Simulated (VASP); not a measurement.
# Sc (P6_3/mmc) in VASP: notebook

Runs on Sc. Level: PBEsol. Tasks: single point, relaxation of cell and atoms.

Everything below comes from runs of VASP 6.6.1. Logs are shortened: lines on timing, memory, paths and dates and some standing lists are left out, and cuts for length are marked.

## (1) The cell of the first run

The structure is hexagonal, space group P6_3/mmc (No. 194). Conventional cell: a = 3.275 Å, b = 3.275 Å, c = 5.106 Å, α = 90.00°, β = 90.00°, γ = 120.00°. Within 4.2 Å of Sc (site symmetry -6m2) lie 12 Sc at 3.18 to 3.28 Å.

## (2) Single point, PBEsol

Contents of INCAR:

```
SYSTEM = Sc
ALGO = Normal
EDIFF = 1E-6
ENCUT = 520
GGA = PS
ISIF = 2
ISMEAR = -1
LASPH = .True.
LCHARG = .False.
LREAL = .False.
LWAVE = .False.
NBANDS = 18
NELM = 60
PREC = Accurate
SIGMA = 0.1
```

Contents of KPOINTS:

```
k-points
0
Gamma
  15 15 8
  0 0 0
```

Contents of POSCAR:

```
Sc
1.0
    3.2753168855      0.0000000000      0.0000000000
   -1.6376584427      2.8365076283      0.0000000000
    0.0000000000      0.0000000000      5.1058276300
Sc
2
Direct
    0.3333333333      0.6666666667      0.2500000000
    0.6666666667      0.3333333333      0.7500000000
```

Potentials or basis: VASP PAW PBE potentials, release 64 (Sc_sv).

Launch:

```sh
$ cat potpaw_PBE.64/Sc_sv/POTCAR > POTCAR
$ mpirun -np 1 vasp_std > vasp.out
```

OUTCAR:

```text
SYSTEM = Sc
   EDIFF = 1E-6
   ENCUT = 520
   GGA = PS
   ISIF = 2
   ISMEAR = -1
   LASPH = .True.
   LREAL = .False.
   NELM = 60
   PREC = Accurate

 ion  position               nearest neighbor table
   1  0.333  0.667  0.250-   2 3.18   2 3.18   2 3.18   2 3.18   2 3.18   2 3.18
   2  0.667  0.333  0.750-   1 3.18   1 3.18   1 3.18   1 3.18   1 3.18   1 3.18

  LATTYP: Found a hexagonal cell.
 ALAT       =     3.2753168855
 C/A-ratio  =     1.5588805018

  Lattice vectors:

 A1 = (   3.2753168855,   0.0000000000,   0.0000000000)
 A2 = (  -1.6376584427,   2.8365076283,   0.0000000000)
 A3 = (   0.0000000000,   0.0000000000,   5.1058276300)

Analysis of symmetry for initial positions (statically):
=====================================================================
 Subroutine PRICEL returns:
 Original cell was already a primitive cell.

 Routine SETGRP: Setting up the symmetry group for a
 hexagonal supercell.

 Subroutine GETGRP returns: Found 24 space group operations
 (whereof 12 operations were pure point group operations)
 out of a pool of 24 trial point group operations.

The static configuration has the point symmetry D_3d.
 The point group associated with its full space group is D_6h.

Analysis of symmetry for dynamics (positions and initial velocities):
=====================================================================
 Subroutine PRICEL returns:
 Original cell was already a primitive cell.

 Routine SETGRP: Setting up the symmetry group for a
 hexagonal supercell.

 Subroutine GETGRP returns: Found 24 space group operations
 (whereof 12 operations were pure point group operations)
 out of a pool of 24 trial point group operations.

The dynamic configuration has the point symmetry D_3d.
 The point group associated with its full space group is D_6h.

 Subroutine INISYM returns: Found 24 space group operations
 (whereof 12 operations are pure point group operations),
 and found     1 'primitive' translations

----------------------------------------------------------------------------------------

                                     Primitive cell

  volume of cell :      47.4355

  direct lattice vectors                    reciprocal lattice vectors
     3.275316886  0.000000000  0.000000000     0.305313970  0.176273103  0.000000000
    -1.637658443  2.836507628  0.000000000     0.000000000  0.352546205  0.000000000
     0.000000000  0.000000000  5.105827630     0.000000000  0.000000000  0.195854634

  length of vectors
     3.275316886  3.275316885  5.105827630     0.352546205  0.352546205  0.195854634

  position of ions in fractional coordinates (direct lattice)
     0.333333333  0.666666667  0.250000000
     0.666666667  0.333333333  0.750000000

  ion indices of the primitive-cell ions
   primitive index   ion index
                 1           1
                 2           2

----------------------------------------------------------------------------------------

 KPOINTS: k-points

Automatic generation of k-mesh.
 Grid dimensions read from file:
 generate k-points for:   15   15    8

 Generating k-lattice:

  Cartesian coordinates                     Fractional coordinates (reciprocal lattice)
     0.020354265  0.011751540  0.000000000     0.066666667  0.000000000  0.000000000
     0.000000000  0.023503080  0.000000000     0.000000000  0.066666667  0.000000000
     0.000000000  0.000000000  0.024481829     0.000000000  0.000000000  0.125000000

  Length of vectors
     0.023503080  0.023503080  0.024481829

  Shift w.r.t. Gamma in fractional coordinates (k-lattice)
     0.000000000  0.000000000  0.000000000

 Subroutine IBZKPT returns following result:
 ===========================================

 Found    135 irreducible k-points:

 Following reciprocal coordinates:
            Coordinates               Weight
  0.000000  0.000000  0.000000      1.000000
  0.066667 -0.000000  0.000000      6.000000
  0.133333  0.000000  0.000000      6.000000
  0.200000 -0.000000  0.000000      6.000000
  0.266667  0.000000  0.000000      6.000000
  0.333333  0.000000  0.000000      6.000000
[... 16 lines left out ...]
  0.333333  0.200000  0.000000     12.000000
  0.400000  0.200000  0.000000      6.000000
 [... further k-points ...]
   k-points           NKPTS =    135   k-points in BZ     NKDIM =    135   number of bands    NBANDS=     18
   number of dos      NEDOS =    301   number of ions     NIONS =      2
   total plane-waves  NPLWV =  23040
   dimension x,y,z NGX =    24 NGY =   24 NGZ =   40
   dimension x,y,z NGXF=    48 NGYF=   48 NGZF=   80
   ions per type =               2
   NGX,Y,Z   is equivalent  to a cutoff of  12.18, 12.18, 13.02 a.u.
   NGXF,Y,Z  is equivalent  to a cutoff of  24.36, 24.36, 26.05 a.u.
 SYSTEM =  Sc
   PREC   = accura    normal or accurate (medium, high low for compatibility)
   ISTART =      0    job   : 0-new  1-cont  2-samecut
   ICHARG =      2    charge: 1-file 2-atom 10-const
   ISPIN  =      1    spin polarized calculation?
   LNONCOLLINEAR =      F non collinear calculations
   LSORBIT =      F    spin-orbit coupling
   LASPH  =      T    aspherical Exc in radial PAW
   ENCUT  =  520.0 eV  38.22 Ry    6.18 a.u.   6.09  6.09  9.49*2*pi/ulx,y,z
   NELM   =     60;   NELMIN=  2; NELMDL= -5     # of ELM steps
   EDIFF  = 0.1E-05   stopping-criterion for ELM
   LREAL  =      F    real-space projection
   EDIFFG = 0.1E-04   stopping-criterion for IOM
   NSW    =      0    number of steps for IOM
   IBRION =     -1    ionic relax: 0-MD 1-quasi-New 2-CG
   NFREE  =      0    steps in history (QN), initial steepest desc. (CG)
   ISIF   =      2    stress and relaxation
   ISYM   =      2    0-nonsym 1-usesym 2-fastsym
   POTIM  = 0.5000    time-step for ionic-motion
   TEBEG  =    0.0;   TEEND  =   0.0 temperature during run
   PSTRESS=    0.0 pullay stress
   NELECT =      22.0000    total number of electrons
   NUPDOWN=      -1.0000    fix difference up-down
   EMIN   =  10.00;   EMAX   =-10.00  energy-range for DOS
   EFERMI =   0.00;   METHOD = LEGACY
   ISMEAR =    -1;   SIGMA  =   0.10  broadening in eV -4-tet -1-fermi 0-gaus
   EFERMI_NEDOS =   21; number of points for ismear=-14 and -15
   IALGO  =     38    algorithm
   IMIX   =      4    mixing-type and parameters
     AMIX     =   0.40;   BMIX     =  1.00
     AMIX_MAG =   1.60;   BMIX_MAG =  1.00
  volume/ion in A,a.u.               =      23.72       160.06
  Fermi-wavevector in a.u.,A,eV,Ry     =   1.267208  2.394676 21.848456  1.605816
  Thomas-Fermi vector in A             =   2.400368
   LORBIT       =      0    0 simple, 1 ext, 2 COOP (PROOUT), +10 PAW based schemes
   GGA     = PS    functional components
   LHFCALC =     F    Hartree Fock is set to
   AEXX    =    0.0000 exact exchange contribution
   IVDW    =     0    specifies the selected vdW correction
   LEPSILON=     F    determine dielectric tensor
   LRPA    =     F    only Hartree local field effects (RPA)
 non-spin polarized calculation
  energy-cutoff  :      520.00
  volume of cell :       47.44
 maximum number of plane-waves:      1296
   NGX = 13   NGY = 13   NGZ = 19

 number of electron      22.0000006 magnetization

 Free energy of the ion-electron system (eV)
  ---------------------------------------------------
  ext. energy  EPLUGINS =         0.00000000
  ---------------------------------------------------
  free energy    TOTEN  =       -13.27393675 eV

  energy without entropy =      -13.15341316  energy(sigma->0) =      -13.21367495

 E-fermi :   3.7987     XC(G=0): -10.1477

 val. band max:        3.7973487658   @ k =   0.4000   0.2000   0.3750
 cond. band min:       3.8062400520   @ k =   0.4667   0.0667   0.3750
 fundamental gap:      0.0088912862
 Fermi energy:         3.7987007776

 k-point     1 :       0.0000    0.0000    0.0000
  band No.  band energies     occupation
      1     -45.3018      2.00000
      2     -45.2164      2.00000
      3     -24.2626      2.00000
      4     -23.8613      2.00000
      5     -23.8613      2.00000
      6     -23.7853      2.00000
[... 10 lines left out ...]
     17       6.1972      0.00000
     18       6.1972      0.00000

 k-point     2 :       0.0667   -0.0000    0.0000
  band No.  band energies     occupation
      1     -45.2993      2.00000
      2     -45.2156      2.00000
      3     -24.2559      2.00000
      4     -23.8743      2.00000
      5     -23.8658      2.00000
      6     -23.7990      2.00000
[... 10 lines left out ...]
     17       6.1126      0.00000
     18       6.1330      0.00000

 k-point     3 :       0.1333    0.0000    0.0000
  band No.  band energies     occupation
      1     -45.2921      2.00000
      2     -45.2133      2.00000
      3     -24.2363      2.00000
      4     -23.9109      2.00000
      5     -23.8783      2.00000
      6     -23.8370      2.00000
[... 10 lines left out ...]
     17       6.0824      0.00000
     18       6.1725      0.00000

 k-point     4 :       0.2000   -0.0000    0.0000
  band No.  band energies     occupation
      1     -45.2811      2.00000
      2     -45.2102      2.00000
      3     -24.2056      2.00000
      4     -23.9655      2.00000
      5     -23.8961      2.00000
      6     -23.8918      2.00000
[... 375 lines left out ...]
      4     -24.0716      2.00000
      5     -24.0574      2.00000
      6     -23.9607      2.00000
[... 10 lines left out ...]
     17       7.5959      0.00000
     18       7.8863      0.00000

 k-point    23 :       0.3333    0.2000    0.0000
  band No.  band energies     occupation
      1     -45.2298      2.00000
      2     -45.2070      2.00000
      3     -24.1264      2.00000
      4     -24.0559      2.00000
      5     -24.0345      2.00000
      6     -23.9921      2.00000
[... 10 lines left out ...]
     17       7.7709      0.00000
     18       7.8744      0.00000

 k-point    24 :       0.4000    0.2000    0.0000
  band No.  band energies     occupation
      1     -45.2257      2.00000
      2     -45.2084      2.00000
      3     -24.1364      2.00000
      4     -24.0505      2.00000
      5     -24.0165      2.00000
      6     -24.0083      2.00000
[... 10 lines left out ...]
     17       7.7565      0.00000
     18       7.8733      0.00000

 [... further k-points ...]

------------------------ aborting loop because EDIFF is reached ----------------------------------------

  FORCE on cell =-STRESS in cart. coord.  units (eV):
  Direction    XX          YY          ZZ          XY          YZ          ZX
  --------------------------------------------------------------------------------------
  -------------------------------------------------------------------------------------
  Total        0.0015528      0.0015528     -0.0031214      0.0000000      0.0000000      0.0000000
  in kB        0.0524465      0.0524465     -0.1054289      0.0000000      0.0000000      0.0000000
  external PRESSURE =      -0.0001787 kB  Pullay stress =       0.0000000 kB

 VOLUME and BASIS-vectors are now :
 -----------------------------------------------------------------------------
  energy-cutoff  :      520.00
  volume of cell :       47.44
      direct lattice vectors                 reciprocal lattice vectors
     3.275316886  0.000000000  0.000000000     0.305313970  0.176273103  0.000000000
    -1.637658443  2.836507628  0.000000000     0.000000000  0.352546205  0.000000000
     0.000000000  0.000000000  5.105827630     0.000000000  0.000000000  0.195854634

 POSITION                                       TOTAL-FORCE (eV/Angst)
 -----------------------------------------------------------------------------------
     -0.00000      1.89101      1.27646         0.000000      0.000000      0.000000
      1.63766      0.94550      3.82937        -0.000000     -0.000000      0.000000
 -----------------------------------------------------------------------------------
    total drift:                               -0.000000      0.000000     -0.000000

  FREE ENERGIE OF THE ION-ELECTRON SYSTEM (eV)
  ---------------------------------------------------
  free  energy   TOTEN  =       -13.2739367534 eV

  energy  without entropy=      -13.1534131565  energy(sigma->0) =      -13.21367495
```

Wall time 2.4 min (1 thread of AMD EPYC 7R13, shared host); peak memory 0.2 GiB.

What came out:

```
Free energy            : -13.2739 eV
Pressure               : 0.0 GPa
Band gap on the k mesh : zero (bands 11 and 12 overlap by 1.54 eV)
```

Levels at points of the mesh, in eV from the Fermi level:
```csv
k point,band 9,band 10,band 11,band 12,band 13,band 14
"(0.00, 0.00, 0.00)",-5.21,-1.70,0.71,1.64,1.64,1.91
"(0.00, 0.00, 0.50)",-3.61,-3.61,1.00,1.00,1.55,1.55
```

Caveat: the PAW data sets were made with another functional, which shifts forces and pressure a little.

## (3) Relaxation of cell and atoms, PBEsol

This run uses another cell than the first one, of 25.00 Å³/atom.

Contents of INCAR:

```
SYSTEM = Sc
  PREC = Accurate
  ENCUT = 600
  EDIFF = 1E-6
  ISMEAR = -1
  SIGMA = 0.1
  LREAL = .FALSE.
  LASPH = .TRUE.
  NELM = 80
  ALGO = Normal
  ISIF = 3
  LWAVE = .FALSE.
  LCHARG = .FALSE.
  GGA = PS
  IBRION = 2
  NSW = 80
  EDIFFG = -0.02
```

Contents of KPOINTS:

```
Automatic mesh
0
G
  15 15 8
  0 0 0
```

Contents of POSCAR:

```
Sc
1.0
    3.3090000000      0.0000000000      0.0000000000
   -1.6545000000      2.8656800000      0.0000000000
    0.0000000000      0.0000000000      5.2733000000
Sc
2
Direct
    0.3333333333      0.6666666667      0.2500000000
    0.6666666667      0.3333333333      0.7500000000
```

Potentials or basis: VASP PAW PBE potentials, release 64 (Sc_sv).

Launch:

```sh
$ cat potpaw_PBE.64/Sc_sv/POTCAR > POTCAR
$ mpirun -np 1 vasp_std > vasp.out
```

It took 8.4 min on 1 thread of AMD EPYC 7R13, shared host; peak memory 0.23 GiB.

It converged, with:

```yaml
Free_energy: -13.2751 eV
Relaxed_volume: 23.74 Å³/atom
Relaxed_cell: a = 3.276 Å, b = 3.276 Å, c = 5.107 Å, α = 90.00°, β = 90.00°, γ = 120.00°
Space_group_after_relaxing_to_0.1_Å: P6_3/mmc (No. 194)
Energy_gained_by_relaxing: 12.3 meV/atom
Ionic_steps: 5
Pressure_after_relaxing: 0.0 GPa
Band_gap_on_the_k_mesh: zero (bands 11 and 12 overlap by 1.54 eV)
```

Step by step:
```csv
step,energy change (eV),largest force (eV/Å),pressure (GPa),volume (Å³)
1,0.0000,0.0000,-2.65,50.00
2,-0.0229,0.0000,0.53,47.07
3,-0.0234,0.0000,0.12,47.42
4,-0.0244,0.0000,0.06,47.45
5,-0.0246,0.0000,0.01,47.48
```

Final structure:
```
Sc
1.0
     3.27645    0.00000    0.00000
    -1.63823    2.83749    0.00000
     0.00000    0.00000    5.10723
Sc
2
Direct
  0.33333 0.66667 0.25000
  0.66667 0.33333 0.75000
```

Levels at points of the mesh, in eV from the Fermi level:
```csv
k point,band 7,band 8,band 9,band 10,band 11,band 12,band 13,band 14,band 15
"(0.00, 0.00, 0.00)",-27.59,-27.56,-5.20,-1.70,0.70,1.64,1.64,1.90,2.11
"(0.00, 0.00, 0.50)",-27.63,-27.63,-3.61,-3.61,1.00,1.00,1.55,1.55,1.55
```

Caveat: the PAW data sets were made with another functional, which shifts forces and pressure a little.
